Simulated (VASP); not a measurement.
SiC3: single point with PBE

Crystal: SiC3.

```
C Si
1.0
     1.41543    0.81720    4.67007
    -1.41543    0.81720    4.67007
     0.00000   -1.63440    4.67007
C Si
3 1
Cartesian
  1.4154 0.8172 4.7855
  0.0000 0.0000 6.8504
  0.0000 0.0000 5.3123
  0.0000 0.0000 12.2397
```

- Program: VASP 6.6.1
- Task: single point
- Functional: PBE
- Potentials or basis: VASP PAW PBE potentials, release 64 (C, Si)
- Cutoff: 520 eV
- k mesh: 8 × 8 × 8
- Occupations: gaussian, width 0.01 eV
- Spin: no spin polarisation

```yaml
Pressure: 3.4 GPa
Largest_force: 0.303 eV/Å
Band_gap_on_the_k_mesh: 1.58 eV (least direct gap 3.20 eV)
```

Forces in eV/Å, atoms in the order of the input:
```
C    0.000  0.000  0.216
C    0.000  0.000 -0.303
C    0.000  0.000 -0.140
Si   0.000  0.000  0.227
```

Stress tensor (GPa, compression positive):
```
3.11 0.00 0.00
0.00 3.11 0.00
0.00 0.00 3.91
```

Levels at points of the mesh, in eV from the valence-band top:
| k point | band 4 | band 5 | band 6 | band 7 | band 8 | band 9 | band 10 | band 11 | band 12 | band 13 |
| --- | --- | --- | --- | --- | --- | --- | --- | --- | --- | --- |
| (0.00, 0.00, 0.00) | -2.84 | -2.84 | -0.99 | 0.00 | 0.00 | 3.86 | 4.70 | 4.70 | 4.90 | 8.28 |
| (0.50, 0.00, 0.00) | -8.11 | -6.57 | -5.06 | -4.94 | -2.44 | 3.22 | 4.11 | 6.29 | 8.84 | 9.10 |
| (0.50, 0.50, 0.00) | -9.65 | -5.38 | -5.27 | -2.35 | -1.62 | 1.58 | 2.66 | 6.43 | 6.45 | 6.80 |
| (0.50, 0.50, 0.50) | -4.98 | -2.75 | -2.75 | -0.35 | -0.35 | 3.93 | 5.29 | 5.29 | 5.56 | 9.17 |

It took 120 s on 1 thread of Intel Xeon 8259CL, on a shared host, peak memory 0.23 GiB.

Caveat: the cell stands under pressure. A k mesh can miss the band edges.
